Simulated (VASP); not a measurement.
A run of VASP 6.6.1:

Contents of INCAR:

```
SYSTEM = Ge
PREC = Accurate
ENCUT = 520
EDIFF = 1E-6
ISMEAR = 0
SIGMA = 0.15
LREAL = .False.
LASPH = .True.
NELM = 100
ALGO = Normal
ISIF = 2
LWAVE = .False.
LCHARG = .False.
GGA = PS
IVDW = 12
NBANDS = 21
```

KPOINTS

```
regular mesh
0
Gamma
  18 18 10
  0 0 0
```

Contents of POSCAR:

```
Ge
1.0
    1.4880529250     -2.5946896100      0.0000000000
    1.4880529250      2.5946896100      0.0000000000
    0.0000000000      0.0000000000      4.7275957900
Ge
2
Direct
    0.6665533700      0.3334466300      0.2500000000
    0.3334466300      0.6665533700      0.7500000000
```

Potentials or basis: VASP PAW PBE potentials, release 64 (Ge_d).

Run with:

```sh
$ cat potpaw_PBE.64/Ge_d/POTCAR > POTCAR
$ mpirun -np 1 vasp_std > vasp.out
```

Hardware: 1 thread of Intel Xeon 8259CL, with other jobs on the host.

**Question.** Estimate the wall time of this run.

**Answer.** It took 5.7 min on 1 thread of Intel Xeon 8259CL (shared host), peak memory 0.43 GiB. Counts: scf iterations 11, k points 546.
